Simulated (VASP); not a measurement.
Runs of VASP 6.6.1 on Te2Mo. The structure is that of space group P-6m2 (No. 187), or close to it. The cells are those of the table. 

```csv
cell,gap on the mesh (eV),largest force (eV/Å)
"a = 3.222, b = 3.222, c = 17.913 Å, angles 90.0, 90.0, 120.0°, 3 atoms",0.59,1.53
"a = 3.492, b = 3.492, c = 15.252 Å, angles 90.0, 90.0, 120.0°, 3 atoms",0.51,4.95
"a = 3.321, b = 3.321, c = 18.464 Å, angles 90.0, 90.0, 120.0°, 3 atoms",(a),0.03
"a = 3.599, b = 3.599, c = 15.722 Å, angles 90.0, 90.0, 120.0°, 3 atoms",0.46,2.86
"a = 3.354, b = 3.354, c = 16.529 Å, angles 90.0, 90.0, 120.0°, 3 atoms",(b),3.17
"a = 3.528, b = 3.528, c = 16.367 Å, angles 90.0, 90.0, 120.0°, 3 atoms",0.98,2.07
"a = 3.288, b = 3.288, c = 17.207 Å, angles 90.0, 90.0, 120.0°, 3 atoms",1.08,2.33
"a = 3.422, b = 3.422, c = 15.878 Å, angles 90.0, 90.0, 120.0°, 3 atoms",1.10,4.04
"a = 3.458, b = 3.458, c = 17.038 Å, angles 90.0, 90.0, 120.0°, 3 atoms",1.22,1.33
```

Alike in all rows: task single point; level PBE; potentials or basis VASP PAW PBE potentials, release 64 (Te, Mo_sv); no spin polarisation; k mesh 12 × 12 × 2; cutoff (eV) 520; smearing gaussian 0.05 eV.

Estimate the missing entries.

(a) 0.69; (b) 1.38.

Caveats: there is no dipole correction, which matters where the two faces differ; spin-orbit coupling is left out, which moves the levels of the heavy elements.

A k mesh can miss the band edges, and the runs leave out spin-orbit coupling on Mo, Te.
